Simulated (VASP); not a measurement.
# BP (F-43m) in VASP: notebook

BP is run at these levels: r2SCAN; tasks: single point.

Everything below comes from runs of VASP 6.6.1. Logs are shortened: lines on timing, memory, paths and dates and some standing lists are left out, and cuts for length are marked.

**1. The cell of the first run**

Symmetry: F-43m, No. 216, cubic system. The conventional cell has a = 4.537 Å, b = 4.537 Å, c = 4.537 Å, α = 90.00°, β = 90.00°, γ = 90.00°. Within 2.6 Å of B (site symmetry -43m) lie 4 P at 1.96 Å. P (site symmetry -43m) has 4 B at 1.96 Å within 2.6 Å.

**2. Single point, r2SCAN**

POSCAR reads:

```
BP
1.0
    0.0000000000      2.2682668121      2.2682668121
    2.2682668121      0.0000000000      2.2682668121
    2.2682668121      2.2682668121      0.0000000000
B P
1 1
Direct
    0.0000000000      0.0000000000      0.0000000000
    0.2500000000      0.2500000000      0.2500000000
```

INCAR.step1 reads:

```
  PREC = Accurate
  ENCUT = 550
  ISMEAR = 0
  SIGMA = 0.02
  LREAL = False
  LASPH = True
  NELM = 120
  NBANDS = 11
  GGA = PE
  ALGO = Normal
  EDIFF = 1E-5
  LWAVE = True
  LCHARG = False
  GGA_COMPAT = False
```

INCAR.step2 reads:

```
  PREC = Accurate
  ENCUT = 550
  EDIFF = 1E-6
  ISMEAR = 0
  SIGMA = 0.02
  LREAL = False
  LASPH = True
  NELM = 120
  ALGO = Normal
  ISIF = 2
  LWAVE = False
  LCHARG = False
  METAGGA = R2SCAN
  LMIXTAU = True
  NBANDS = 11
  ISTART = 1
  GGA_COMPAT = False
```

KPOINTS reads:

```
regular mesh
0
Gamma
  10 10 10
```

Potentials or basis: VASP PAW PBE potentials, release 64 (B, P).

On the command line:

```
$ cat potpaw_PBE.64/B/POTCAR potpaw_PBE.64/P/POTCAR > POTCAR
$ cp INCAR.step1 INCAR
$ mpirun -np 1 vasp_std > vasp.out
$ cp INCAR.step2 INCAR
$ mpirun -np 1 vasp_std > vasp.out
```

OUTCAR:

```text
PREC = Accurate
   ENCUT = 550
   EDIFF = 1E-6
   ISMEAR = 0
   LREAL = False
   LASPH = True
   NELM = 120
   ISIF = 2
   METAGGA = R2SCAN
   ISTART = 1

 ion  position               nearest neighbor table
   1  0.000  0.000  0.000-   2 1.96   2 1.96   2 1.96   2 1.96
   2  0.250  0.250  0.250-   1 1.96   1 1.96   1 1.96   1 1.96

  LATTYP: Found a face centered cubic cell.
 ALAT       =     4.5365336242

  Lattice vectors:

 A1 = (   0.0000000000,   2.2682668121,   2.2682668121)
 A2 = (   2.2682668121,   0.0000000000,   2.2682668121)
 A3 = (   2.2682668121,   2.2682668121,   0.0000000000)

Analysis of symmetry for initial positions (statically):
=====================================================================
 Subroutine PRICEL returns:
 Original cell was already a primitive cell.

 Routine SETGRP: Setting up the symmetry group for a
 face centered cubic supercell.

 Subroutine GETGRP returns: Found 24 space group operations
 (whereof 24 operations were pure point group operations)
 out of a pool of 48 trial point group operations.

The static configuration has the point symmetry T_d .

Analysis of symmetry for dynamics (positions and initial velocities):
=====================================================================
 Subroutine PRICEL returns:
 Original cell was already a primitive cell.

 Routine SETGRP: Setting up the symmetry group for a
 face centered cubic supercell.

 Subroutine GETGRP returns: Found 24 space group operations
 (whereof 24 operations were pure point group operations)
 out of a pool of 48 trial point group operations.

The dynamic configuration has the point symmetry T_d .

 Subroutine INISYM returns: Found 24 space group operations
 (whereof 24 operations are pure point group operations),
 and found     1 'primitive' translations

----------------------------------------------------------------------------------------

                                     Primitive cell

  volume of cell :      23.3406

  direct lattice vectors                    reciprocal lattice vectors
     0.000000000  2.268266812  2.268266812    -0.220432622  0.220432622  0.220432622
     2.268266812  0.000000000  2.268266812     0.220432622 -0.220432622  0.220432622
     2.268266812  2.268266812  0.000000000     0.220432622  0.220432622 -0.220432622

  length of vectors
     3.207813689  3.207813689  3.207813689     0.381800500  0.381800500  0.381800500

  position of ions in fractional coordinates (direct lattice)
     0.000000000  0.000000000  0.000000000
     0.250000000  0.250000000  0.250000000

  ion indices of the primitive-cell ions
   primitive index   ion index
                 1           1
                 2           2

----------------------------------------------------------------------------------------

 KPOINTS: regular mesh

Automatic generation of k-mesh.
 Grid dimensions read from file:
 generate k-points for:   10   10   10

 Generating k-lattice:

  Cartesian coordinates                     Fractional coordinates (reciprocal lattice)
    -0.022043262  0.022043262  0.022043262     0.100000000  0.000000000  0.000000000
     0.022043262 -0.022043262  0.022043262     0.000000000  0.100000000  0.000000000
     0.022043262  0.022043262 -0.022043262     0.000000000  0.000000000  0.100000000

  Length of vectors
     0.038180050  0.038180050  0.038180050

  Shift w.r.t. Gamma in fractional coordinates (k-lattice)
     0.000000000  0.000000000  0.000000000

 Subroutine IBZKPT returns following result:
 ===========================================

 Found     47 irreducible k-points:

 Following reciprocal coordinates:
            Coordinates               Weight
  0.000000  0.000000  0.000000      1.000000
  0.100000  0.000000  0.000000      8.000000
  0.200000  0.000000  0.000000      8.000000
  0.300000  0.000000  0.000000      8.000000
  0.400000  0.000000  0.000000      8.000000
  0.500000  0.000000  0.000000      4.000000
[... 16 lines left out ...]
  0.300000  0.300000  0.000000      6.000000
  0.400000  0.300000  0.000000     24.000000
 [... further k-points ...]
   k-points           NKPTS =     47   k-points in BZ     NKDIM =     47   number of bands    NBANDS=     11
   number of dos      NEDOS =    301   number of ions     NIONS =      2
   total plane-waves  NPLWV =  21952
   dimension x,y,z NGX =    28 NGY =   28 NGZ =   28
   dimension x,y,z NGXF=    56 NGYF=   56 NGZF=   56
   ions per type =               1   1
   NGX,Y,Z   is equivalent  to a cutoff of  14.51, 14.51, 14.51 a.u.
   NGXF,Y,Z  is equivalent  to a cutoff of  29.02, 29.02, 29.02 a.u.
 SYSTEM =  unknown system
   PREC   = accura    normal or accurate (medium, high low for compatibility)
   ISTART =      1    job   : 0-new  1-cont  2-samecut
   ICHARG =      0    charge: 1-file 2-atom 10-const
   ISPIN  =      1    spin polarized calculation?
   LNONCOLLINEAR =      F non collinear calculations
   LSORBIT =      F    spin-orbit coupling
   LASPH  =      T    aspherical Exc in radial PAW
   ENCUT  =  550.0 eV  40.42 Ry    6.36 a.u.   6.13  6.13  6.13*2*pi/ulx,y,z
   NELM   =    120;   NELMIN=  2; NELMDL=  0     # of ELM steps
   EDIFF  = 0.1E-05   stopping-criterion for ELM
   LREAL  =      F    real-space projection
   EDIFFG = 0.1E-04   stopping-criterion for IOM
   NSW    =      0    number of steps for IOM
   IBRION =     -1    ionic relax: 0-MD 1-quasi-New 2-CG
   NFREE  =      0    steps in history (QN), initial steepest desc. (CG)
   ISIF   =      2    stress and relaxation
   ISYM   =      2    0-nonsym 1-usesym 2-fastsym
   POTIM  = 0.5000    time-step for ionic-motion
   TEBEG  =    0.0;   TEEND  =   0.0 temperature during run
   PSTRESS=    0.0 pullay stress
   NELECT =       8.0000    total number of electrons
   NUPDOWN=      -1.0000    fix difference up-down
   EMIN   =  10.00;   EMAX   =-10.00  energy-range for DOS
   EFERMI =   0.00;   METHOD = LEGACY
   ISMEAR =     0;   SIGMA  =   0.02  broadening in eV -4-tet -1-fermi 0-gaus
   EFERMI_NEDOS =   21; number of points for ismear=-14 and -15
   IALGO  =     38    algorithm
   IMIX   =      4    mixing-type and parameters
     AMIX     =   0.40;   BMIX     =  1.00
     AMIX_MAG =   1.60;   BMIX_MAG =  1.00
  volume/ion in A,a.u.               =      11.67        78.76
  Fermi-wavevector in a.u.,A,eV,Ry     =   1.145691  2.165041 17.859102  1.312607
  Thomas-Fermi vector in A             =   2.282378
   LORBIT       =      0    0 simple, 1 ext, 2 COOP (PROOUT), +10 PAW based schemes
   METAGGA = R2SCAN    functional components
   LHFCALC =     F    Hartree Fock is set to
   AEXX    =    0.0000 exact exchange contribution
   IVDW    =     0    specifies the selected vdW correction
   LEPSILON=     F    determine dielectric tensor
   LRPA    =     F    only Hartree local field effects (RPA)
 non-spin polarized calculation
 Gauss-broadening in eV      SIGMA  =   0.02
  energy-cutoff  :      550.00
  volume of cell :       23.34
 maximum number of plane-waves:       701
 NGX is ok and might be reduce to    28
   NGX = 13   NGY = 13   NGZ = 13

 number of electron       8.0000000 magnetization

 Free energy of the ion-electron system (eV)
  ---------------------------------------------------
  ext. energy  EPLUGINS =         0.00000000
  ---------------------------------------------------
  free energy    TOTEN  =       -17.31235590 eV

  energy without entropy =      -17.31235590  energy(sigma->0) =      -17.31235590

 E-fermi :   7.5255     XC(G=0): -11.5052

 val. band max:        7.4000959387   @ k =   0.0000   0.0000   0.0000
 cond. band min:       8.8458030010   @ k =   0.4000   0.4000   0.0000
 fundamental gap:      1.4457070623
 Fermi energy:         7.5255403742

 k-point     1 :       0.0000    0.0000    0.0000
  band No.  band energies     occupation
      1      -8.8678      2.00000
      2       7.4001      2.00000
      3       7.4001      2.00000
      4       7.4001      2.00000
      5      11.0423      0.00000
      6      11.0423      0.00000
      7      11.0423      0.00000
      8      15.4264      0.00000
      9      19.8121      0.00000
     10      20.0501      0.00000
     11      20.0501      0.00000

 k-point     2 :       0.1000    0.0000    0.0000
  band No.  band energies     occupation
      1      -8.6783      2.00000
      2       6.0293      2.00000
      3       7.0883      2.00000
      4       7.0883      2.00000
      5      11.4768      0.00000
      6      11.4768      0.00000
      7      11.5335      0.00000
      8      15.9669      0.00000
      9      19.3755      0.00000
     10      19.3755      0.00000
     11      20.4035      0.00000

 k-point     3 :       0.2000    0.0000    0.0000
  band No.  band energies     occupation
      1      -8.1170      2.00000
      2       3.5644      2.00000
      3       6.4954      2.00000
      4       6.4954      2.00000
      5      11.7843      0.00000
      6      12.2440      0.00000
      7      12.2440      0.00000
      8      17.2133      0.00000
      9      18.7769      0.00000
     10      18.7769      0.00000
     11      21.2637      0.00000

 k-point     4 :       0.3000    0.0000    0.0000
  band No.  band energies     occupation
      1      -7.2155      2.00000
      2       1.0814      2.00000
      3       5.9756      2.00000
      4       5.9756      2.00000
      5      11.7046      0.00000
      6      12.5908      0.00000
      7      12.5908      0.00000
      8      18.1914      0.00000
      9      19.4158      0.00000
     10      19.4158      0.00000
     11      21.4996      0.00000
[... 239 lines left out ...]
 k-point    22 :      -0.2000    0.2000    0.0000
  band No.  band energies     occupation
      1      -6.9082      2.00000
      2       1.8585      2.00000
      3       3.0213      2.00000
      4       6.0795      2.00000
      5      12.2476      0.00000
      6      13.0900      0.00000
      7      14.2342      0.00000
      8      16.3881      0.00000
      9      17.3823      0.00000
     10      21.9566      0.00000
     11      24.2532      0.00000

 k-point    23 :       0.3000    0.3000    0.0000
  band No.  band energies     occupation
      1      -6.6405      2.00000
      2       2.2837      2.00000
      3       3.9967      2.00000
      4       3.9967      2.00000
      5       9.1385      0.00000
      6      11.6512      0.00000
      7      16.8982      0.00000
      8      16.8982      0.00000
      9      21.4080      0.00000
     10      22.4522      0.00000
     11      25.0597      0.00000

 k-point    24 :       0.4000    0.3000    0.0000
  band No.  band energies     occupation
      1      -5.7690      2.00000
      2       0.8757      2.00000
      3       3.1397      2.00000
      4       3.6849      2.00000
      5       9.4411      0.00000
      6      11.3494      0.00000
      7      17.5578      0.00000
      8      17.5658      0.00000
      9      22.4529      0.00000
     10      23.4361      0.00000
     11      25.5606      0.00000

 [... further k-points ...]
[... 5 lines left out ...]
  --------------------------------------------------------------------------------------
  -------------------------------------------------------------------------------------
  Total       -0.0749663     -0.0749663     -0.0749663      0.0000000      0.0000000     -0.0000000
  in kB       -5.1459360     -5.1459360     -5.1459360      0.0000000      0.0000000     -0.0000000
  external PRESSURE =      -5.1459360 kB  Pullay stress =       0.0000000 kB

 VOLUME and BASIS-vectors are now :
 -----------------------------------------------------------------------------
  energy-cutoff  :      550.00
  volume of cell :       23.34
      direct lattice vectors                 reciprocal lattice vectors
     0.000000000  2.268266812  2.268266812    -0.220432622  0.220432622  0.220432622
     2.268266812  0.000000000  2.268266812     0.220432622 -0.220432622  0.220432622
     2.268266812  2.268266812  0.000000000     0.220432622  0.220432622 -0.220432622

 POSITION                                       TOTAL-FORCE (eV/Angst)
 -----------------------------------------------------------------------------------
      0.00000      0.00000      0.00000        -0.000000     -0.000000     -0.000000
      1.13413      1.13413      1.13413         0.000000      0.000000      0.000000
 -----------------------------------------------------------------------------------
    total drift:                               -0.000000     -0.000000     -0.000000

  FREE ENERGIE OF THE ION-ELECTRON SYSTEM (eV)
  ---------------------------------------------------
  free  energy   TOTEN  =       -17.3123558968 eV

  energy  without entropy=      -17.3123558968  energy(sigma->0) =      -17.31235590
```

Run time: 2.2 min. Hardware: 1 thread of Intel Xeon 8259CL, shared host; peak memory 0.16 GiB.

Results:

```yaml
Free_energy: -17.3124 eV
Pressure: -0.5 GPa
Band_gap_on_the_k_mesh: 1.45 eV, indirect (least direct gap 3.64 eV)
```

Caveat: the PAW data sets were made with another functional, which shifts forces and pressure a little. r2SCAN opens gaps a little over a GGA but as a rule still falls short of measured ones.

**3. Single point, r2SCAN (volume scaled by 1.06)**

POSCAR reads:

```
BP
1.0
    0.0000000000      2.3127539263      2.3127539263
    2.3127539263      0.0000000000      2.3127539263
    2.3127539263      2.3127539263      0.0000000000
B P
1 1
Direct
    0.0000000000      0.0000000000      0.0000000000
    0.2500000000      0.2500000000      0.2500000000
```

INCAR.step1 reads:

```
SYSTEM = BP
  ALGO = Normal
  EDIFF = 1E-5
  ENCUT = 550
  GGA = PE
  GGA_COMPAT = .False.
  ISMEAR = 0
  LASPH = .True.
  LCHARG = .False.
  LREAL = .False.
  LWAVE = .True.
  NBANDS = 11
  NELM = 120
  PREC = Accurate
  SIGMA = 0.02
```

INCAR.step2 reads:

```
SYSTEM = BP
  ALGO = Normal
  EDIFF = 1E-6
  ENCUT = 550
  GGA_COMPAT = .False.
  ISIF = 2
  ISMEAR = 0
  ISTART = 1
  LASPH = .True.
  LCHARG = .False.
  LMIXTAU = .True.
  LREAL = .False.
  LWAVE = .False.
  METAGGA = R2SCAN
  NBANDS = 11
  NELM = 120
  PREC = Accurate
  SIGMA = 0.02
```

KPOINTS reads:

```
k-points
0
Gamma
  10 10 10
  0 0 0
```

Potentials or basis: VASP PAW PBE potentials, release 64 (B, P).

On the command line:

```
$ cat potpaw_PBE.64/B/POTCAR potpaw_PBE.64/P/POTCAR > POTCAR
$ cp INCAR.step1 INCAR
$ mpirun -np 1 vasp_std > vasp.out
$ cp INCAR.step2 INCAR
$ mpirun -np 1 vasp_std > vasp.out
```

Run time: 2.1 min. Hardware: 1 thread of Intel Xeon 8259CL, shared host; peak memory 0.16 GiB.

Results (log left out):

* Free energy: -17.2686 eV
* Pressure: -9.3 GPa
* Band gap on the k mesh: 1.52 eV, indirect (least direct gap 3.56 eV)

Levels at points of the mesh, in eV from the valence-band top:
| k point | band 1 | band 2 | band 3 | band 4 | band 5 | band 6 | band 7 | band 8 |
| --- | --- | --- | --- | --- | --- | --- | --- | --- |
| (0.00, 0.00, 0.00) | -15.74 | 0.00 | 0.00 | 0.00 | 3.56 | 3.56 | 3.56 | 7.11 |
| (0.50, 0.00, 0.00) | -12.47 | -9.08 | -1.79 | -1.79 | 3.78 | 4.99 | 4.99 | 10.70 |
| (0.50, 0.50, 0.00) | -10.89 | -8.82 | -4.13 | -4.13 | 1.65 | 1.96 | 12.50 | 12.50 |

Caveat: the PAW data sets were made with another functional, which shifts forces and pressure a little. A k mesh can miss the band edges.
